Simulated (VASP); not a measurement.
TiRh, 2 atoms in the cell. It takes space group P4/mmm (No. 123, tetragonal). The conventional cell has a = 3.061 Å, b = 3.061 Å, c = 3.432 Å, α = 90.00°, β = 90.00°, γ = 90.00°. Ti (site symmetry 4/mmm) has 8 Rh at 2.76 Å and 6 Ti at 3.06 to 3.43 Å within 3.6 Å. Within 3.6 Å of Rh (site symmetry 4/mmm) lie 8 Ti at 2.76 Å and 6 Rh at 3.06 to 3.43 Å. 

```yaml
Program: VASP 6.6.1
Task: single point
Functional: PBEsol
Potentials_or_basis: VASP PAW PBE potentials, release 64 (Ti_sv, Rh_pv)
Cutoff: 520 eV
k_mesh: 8 × 8 × 7
Occupations: fermi-dirac, width 0.15 eV
Spin: no spin polarisation
Dipole_correction: no
Further_INCAR_settings: ALGO = Normal; EDIFF = 1e-07; NBANDS = 20
```

Potentials or basis: VASP PAW PBE potentials, release 64 (Ti_sv, Rh_pv).

Launch:

```console
$ cat potpaw_PBE.64/Ti_sv/POTCAR potpaw_PBE.64/Rh_pv/POTCAR > POTCAR
$ mpirun -np 1 vasp_std > vasp.out
```

Hardware: 1 thread of Intel Xeon 6975P-C, on a shared host.

Problem. Estimate the wall time of this run.

Solution. Run time: 36 s on 1 thread of Intel Xeon 6975P-C, with other jobs on the host, peak memory 0.17 GiB. Counts: scf iterations 16, k points 60.
